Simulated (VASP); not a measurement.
Wanted: the native input for a VASP 6.6.1 run.

```
Task                   : single point
Functional             : PBE
Potentials or basis    : VASP PAW PBE potentials, release 64 (Ni_sv_GW, Si)
Cutoff                 : 690 eV
k mesh                 : 6 × 6 × 6
Occupations            : fermi-dirac, width 0.05 eV
Spin                   : collinear spin, ferromagnetic start
Starting moments       : [0.5, 0.5, 0.5, 0.0] μB
Fixed moment           : 1.5 μB
Dipole correction      : no
Further INCAR settings : ALGO = Normal; EDIFF = 1e-06; NBANDS = 41
```

The structure of SiNi3 lies in POSCAR:

```
SiNi3
1.0
    3.5420000000      0.0000000000      0.0000000000
    0.0000000000      3.5420000000      0.0000000000
    0.0000000000      0.0000000000      3.5420000000
Ni Si
3 1
Direct
    0.5000000000      0.5000000000      0.0000000000
    0.5000000000      0.0000000000      0.5000000000
    0.0000000000      0.5000000000      0.5000000000
    0.0000000000      0.0000000000      0.0000000000
```

These files were run (other wordings do the same):

INCAR

```
SYSTEM = SiNi3
PREC = Accurate
ENCUT = 690
EDIFF = 1E-6
ISMEAR = -1
SIGMA = 0.05
LREAL = .FALSE.
LASPH = .TRUE.
NELM = 200
ALGO = Normal
ISIF = 2
LWAVE = .FALSE.
LCHARG = .FALSE.
ISPIN = 2
MAGMOM = 0.5 0.5 0.5 0
LORBIT = 11
NUPDOWN = 1.5
LMAXMIX = 4
GGA = PE
NBANDS = 41
GGA_COMPAT = .FALSE.
```

KPOINTS

```
regular mesh
0
G
  6 6 6
  0 0 0
```

Potentials or basis: VASP PAW PBE potentials, release 64 (Ni_sv_GW, Si).

The run is started by

```bash
$ cat potpaw_PBE.64/Ni_sv_GW/POTCAR potpaw_PBE.64/Si/POTCAR > POTCAR
$ mpirun -np 1 vasp_std > vasp.out
```

Results of the run:

| Quantity | Value |
| --- | --- |
| Pressure | -4.5 GPa |
| Net moment | 1.50 μB per cell |
| Site moments | Ni +0.51; Si +0.03 μB |
| Valence electrons inside the program's atomic spheres | Ni 16.39; Si 1.55 |

Caveat: the cell stands under tension; the total moment is fixed, so each spin has its own Fermi level and the state may be an excited one.

Wall time 120 s on 1 thread of Intel(R) Xeon(R) Platinum 8488C (Sapphire Rapids) (shared host), peak memory 0.25 GiB.
